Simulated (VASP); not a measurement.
## LaO6: single point with PBE

The system is LaO6.

```
La O
1.0
     4.69302    0.00000    0.00000
     0.00000    4.69302    0.00000
     0.00000    0.00000    4.69302
La O
1 6
Direct
  0.00000 0.00000 0.00000
  0.85956 0.50000 0.50000
  0.14044 0.50000 0.50000
  0.50000 0.50000 0.85956
  0.50000 0.50000 0.14044
  0.50000 0.14044 0.50000
  0.50000 0.85956 0.50000
```

| Quantity | Value |
| --- | --- |
| Program | VASP 6.6.1 |
| Task | single point |
| Functional | PBE |
| Potentials or basis | VASP PAW PBE potentials, release 64 (La, O) |
| Cutoff | 520 eV |
| k mesh | 8 × 8 × 8 |
| Occupations | gaussian, width 0.1 eV |
| Spin | no spin polarisation |

```json
{
  "Pressure": "0.8 GPa",
  "Largest force": "0.506 eV/Å"
}
```

Forces in eV/Å, atoms in the order of the input:
```
La   0.000  0.000  0.000
O   -0.506  0.000  0.000
O    0.506  0.000  0.000
O    0.000  0.000 -0.506
O    0.000  0.000  0.506
O    0.000  0.506  0.000
O    0.000 -0.506  0.000
```

Levels at points of the mesh, in eV from the Fermi level:
```csv
k point,band 20,band 21,band 22,band 23,band 24,band 25,band 26,band 27,band 28,band 29
"(0.00, 0.00, 0.00)",-2.19,-2.19,-2.19,-0.14,-0.14,0.29,0.32,0.32,0.32,0.35
"(0.50, 0.00, 0.00)",-2.10,-0.63,-0.63,-0.40,-0.40,0.20,0.27,0.33,0.33,0.37
"(0.50, 0.50, 0.00)",-1.11,-0.49,-0.49,-0.41,-0.41,-0.13,0.29,0.29,0.32,0.32
"(0.50, 0.50, 0.50)",-0.99,-0.99,-0.99,-0.17,-0.17,-0.17,0.24,0.24,0.24,0.28
```

Wall time 120 s on 1 thread of Intel(R) Xeon(R) 6975P-C (Granite Rapids), with other jobs on the host, peak memory 0.27 GiB.

Caveat: spin-orbit coupling is left out, which moves the levels of the heavy elements; an odd number of electrons without spin polarisation forces a metal; a magnetic or distorted state may lie lower.
